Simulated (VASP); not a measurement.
Here is a VASP 6.6.1 calculation.

File POSCAR:

```
MgO
1.0
    3.2882172281      0.0000000000      0.0000000000
   -1.6441086140      2.8476796527      0.0000000000
    0.0000000000      0.0000000000      5.0343662748
Mg O
2 2
Direct
    0.3333333333      0.6666666667     -0.0098385227
    0.6666666667      0.3333333333      0.4901614773
    0.3333333333      0.6666666667      0.3848385227
    0.6666666667      0.3333333333      0.8848385227
```

File INCAR.step1:

```
PREC = Accurate
ENCUT = 520
ISMEAR = 0
SIGMA = 0.01
LREAL = False
LASPH = True
NELM = 60
NBANDS = 16
GGA = PE
ALGO = Normal
EDIFF = 1E-4
LWAVE = True
LCHARG = False
```

Contents of INCAR.step2:

```
PREC = Accurate
ENCUT = 520
EDIFF = 1E-6
ISMEAR = 0
SIGMA = 0.01
LREAL = False
LASPH = True
NELM = 60
ALGO = Normal
ISIF = 2
LWAVE = False
LCHARG = False
METAGGA = R2SCAN
LMIXTAU = True
NBANDS = 16
ISTART = 1
```

Contents of KPOINTS:

```
Automatic mesh
0
Gamma
  6 6 4
```

Potentials or basis: VASP PAW PBE potentials, release 64 (Mg, O).

Run with:

```bash
$ cat potpaw_PBE.64/Mg/POTCAR potpaw_PBE.64/O/POTCAR > POTCAR
$ cp INCAR.step1 INCAR
$ mpirun -np 1 vasp_std > vasp.out
$ cp INCAR.step2 INCAR
$ mpirun -np 1 vasp_std > vasp.out
```

(1) What does it give for the band gap on the k mesh?

(2) Estimate the pressure.

## Answers

(1) 4.21 eV, direct.

(2) -0.5 GPa.

Caveat: the PAW data sets were made with another functional, which shifts forces and pressure a little.
